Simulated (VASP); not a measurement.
Wanted: the native input for a VASP 6.6.1 run.

- Task: single point
- Functional: PBE
- Dispersion: D3(BJ)
- Potentials or basis: VASP PAW PBE potentials, release 64 (Se, In_d)
- Cutoff: 520 eV
- k mesh: 9 × 9 × 1
- Occupations: gaussian, width 0.05 eV
- Spin: no spin polarisation
- Dipole correction: yes
- Further INCAR settings: ALGO = Normal; EDIFF = 1e-07; NBANDS = 48

The structure of InSe lies in POSCAR:

```
InSe
1.0
    4.0266104195      0.0000000000      0.0000000000
   -2.0133052098      3.4871469144      0.0000000000
    0.0000000000      0.0000000000     28.2707101099
Se In
4 4
Direct
    0.0000000000      0.0000000000      0.1591753438
    0.0000000000      0.0000000000      0.3496677309
    0.1111111111      0.2222222222      0.4596755796
    0.1111111111      0.2222222222      0.6501679667
    0.6666666667      0.3333333333      0.2049979929
    0.6666666667      0.3333333333      0.3038451626
   -0.5555555556     -0.1111111111      0.5054982288
   -0.5555555556     -0.1111111111      0.6043453984
```

This cell differs from its parent crystal: layers slid over each other.

The input as run:

INCAR

```
PREC = Accurate ; ENCUT = 520
EDIFF = 1E-7 ; ISMEAR = 0
SIGMA = 0.05 ; LREAL = F
LASPH = T ; NELM = 80
ALGO = Normal ; ISIF = 2
LWAVE = F ; LCHARG = F
LDIPOL = T ; IDIPOL = 3
DIPOL = 0.5 0.5 0.405 ; GGA = PE
IVDW = 12 ; NBANDS = 48
```

KPOINTS

```
regular mesh
0
Gamma
  9 9 1
```

Potentials or basis: VASP PAW PBE potentials, release 64 (Se, In_d).

Run with:

```sh
$ cat potpaw_PBE.64/Se/POTCAR potpaw_PBE.64/In_d/POTCAR > POTCAR
$ mpirun -np 1 vasp_std > vasp.out
```

It gave:

* Largest force: 0.311 eV/Å
* Band gap on the k mesh: 0.91 eV (least direct gap 0.99 eV)
* Dispersion energy per atom: -0.256 eV

Caveat: the cell differs from its parent crystal (layers slid over each other); spin-orbit coupling is left out, which moves the levels of the heavy elements.

Wall time 24 min on 1 thread of AMD EPYC 7R43 64-Core Processor (Zen 3) (shared host), peak memory 0.6 GiB.
